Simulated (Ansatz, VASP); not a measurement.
**Two plane-wave programs on F**

```
F
1.0
     3.21216   -1.84614   -0.24775
     3.21216    1.84614   -0.24775
    -2.41530    0.00000    7.39328
F
4
Cartesian
  0.2987 0.0000 0.7120
  3.7103 0.0000 6.1857
  1.7882 0.0000 4.1410
  2.2208 0.0000 2.7568
```

Alike in both runs: task single point; functional PBEsol; k mesh 4 × 4 × 2; occupations gaussian, width 0.05 eV; no spin polarisation.

```csv
,VASP,Ansatz
version,VASP 6.6.1,Ansatz 0.2.0
potentials or method,"VASP PAW PBE potentials, release 64 (F), cutoff 520 eV","scalar-relativistic, plane waves, PAW"
valence electrons in the cell,28,28
```

VASP gave:

| Property | Result |
| --- | --- |
| gap on the k mesh at the Fermi level (eV) | 1.85 |
| least direct gap on the mesh (eV) | 1.93 |
| pressure (GPa) | -4.9 |
| traceless stress, the component that is largest in VASP (GPa) | -6.84 |
| rms of the force components (eV/Å) | 1.377 |

Which values does Ansatz return?

gap on the k mesh at the Fermi level (eV): 1.90; least direct gap on the mesh (eV): 1.98; pressure (GPa): -4.9; traceless stress, the component that is largest in VASP (GPa): -7.69; rms of the force components (eV/Å): 1.501.

VASP's potentials were made for PBE, not for PBEsol. Atom by atom the forces differ by 0.156 eV/Å (rms over components).

The k mesh is coarse, so the values compare programs but aren't converged.
